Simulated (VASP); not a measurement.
Input of a VASP 6.6.1 run:

File POSCAR:

```
BaF2
1.0
    0.0000000000      3.0971612412      3.0971612412
    3.0971612412      0.0000000000      3.0971612412
    3.0971612412      3.0971612412      0.0000000000
Ba F
1 2
Direct
    0.0000000000      0.0000000000      0.0000000000
    0.2500000000      0.2500000000      0.2500000000
    0.7500000000      0.7500000000      0.7500000000
```

INCAR.step1

```
ALGO = Normal
EDIFF = 1E-8
ENCUT = 500
GGA = PE
ISMEAR = 0
LASPH = T
LCHARG = F
LREAL = F
LWAVE = T
NELM = 100
PREC = Accurate
SIGMA = 0.01
```

Contents of INCAR.step2:

```
ALGO = Exact
EDIFF = 1E-8
ENCUT = 500
GGA = PE
ISMEAR = 0
ISTART = 1
LASPH = T
LCHARG = F
LOPTICS = T
LREAL = F
LWAVE = T
NBANDS = 235
NELM = 1
PREC = Accurate
SIGMA = 0.01
```

The input INCAR.step3:

```
ALGO = EVGW0
EDIFF = 1E-8
ENCUT = 500
ENCUTGW = 140.0
GGA = PE
ISMEAR = 0
ISTART = 1
LASPH = T
LCHARG = F
LREAL = F
LWAVE = F
NBANDS = 235
NBANDSGW = 20
NELMGW = 1
NOMEGA = 96
OMEGAMAX = 30
PREC = Accurate
PRECFOCK = Fast
SIGMA = 0.01
```

The input KPOINTS:

```
k-points
0
Gamma
  4 4 4
```

Potentials or basis: VASP PAW PBE potentials, release 64 (Ba_sv_GW, F_GW).

Run with:

```console
$ cat potpaw_PBE.64/Ba_sv_GW/POTCAR potpaw_PBE.64/F_GW/POTCAR > POTCAR
$ cp INCAR.step1 INCAR
$ mpirun -np 1 vasp_std > vasp.out
$ cp INCAR.step2 INCAR
$ mpirun -np 1 vasp_std > vasp.out
$ cp INCAR.step3 INCAR
$ mpirun -np 1 vasp_std > vasp.out
```

Q: Estimate the quasiparticle gap.

A: 9.49 eV.

Q: Predict the least direct quasiparticle gap.

A: 9.62 eV.

Q: Predict the band gap of the starting levels on the mesh.

A: 6.84 eV.

Caveat: the k points lie up to 0.44 Å⁻¹ apart; bands, screening cutoff and mesh are small and nothing is extrapolated, so the quasiparticle values aren't converged; spin-orbit coupling is left out, which moves the levels of the heavy elements.
